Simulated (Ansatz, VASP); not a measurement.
# ZnCu in VASP and in Ansatz

File INCAR:

```
PREC = Accurate
ENCUT = 520
EDIFF = 1E-7
ISMEAR = -1
SIGMA = 0.05
LREAL = False
LASPH = True
NELM = 100
ALGO = Normal
ISIF = 2
LWAVE = False
LCHARG = True
GGA = PE
LELF = True
LVHAR = True
NBANDS = 18
```

KPOINTS

```
regular mesh
0
Gamma
  10 10 10
```

Contents of POSCAR:

```
ZnCu
1.0
    2.9450000000      0.0000000000      0.0000000000
    0.0000000000      2.9450000000      0.0000000000
    0.0000000000      0.0000000000      2.9450000000
Zn Cu
1 1
Direct
    0.4850000000      0.4850000000      0.4850000000
    0.0150000000      0.0150000000      0.0150000000
```

Input for Ansatz:

```yaml
crystal:
  lattice:
    - [2.945, 0.0, 0.0]
    - [0.0, 2.945, 0.0]
    - [0.0, 0.0, 2.945]
  atoms:
    - { symbol: Zn, position: [0.485, 0.485, 0.485] }
    - { symbol: Cu, position: [0.015, 0.015, 0.015] }
kpoints:
  mp_grid: { grid: [10, 10, 10] }
scf:
  occupations: { method: fermi_dirac, width: 0.05 }
hamiltonian:
  xc: pbe
  pseudopotentials: { kind: all_electron, lapw: { basis_error: 0.001 } }
output:
  forces: true
  stress: true
  eigenvalues: true
  populations: true
```

Change from the starting cell: shortest bond scaled by 0.94, LAPW.

Alike in both runs: task single point; functional PBE; k mesh 10 × 10 × 10; occupations fermi-dirac, width 0.05 eV; no spin polarisation.

|  | VASP | Ansatz |
| --- | --- | --- |
| version | VASP 6.6.1 | Ansatz 0.2.0 |
| potentials or method | VASP PAW PBE potentials, release 64 (Zn, Cu), cutoff 520 eV | all-electron LAPW, scalar-relativistic |

```csv
,VASP,Ansatz,Ansatz less VASP
pressure (GPa),4.2,3.7,-0.56
"traceless stress, the component that is largest in VASP (GPa)",0.96,0.94,-0.012
rms of the force components (eV/Å),0.456,0.450,-0.0058
```

Atom by atom the forces differ by 0.006 eV/Å (rms over components). Ansatz ran all-electron here, and VASP with PAW potentials.
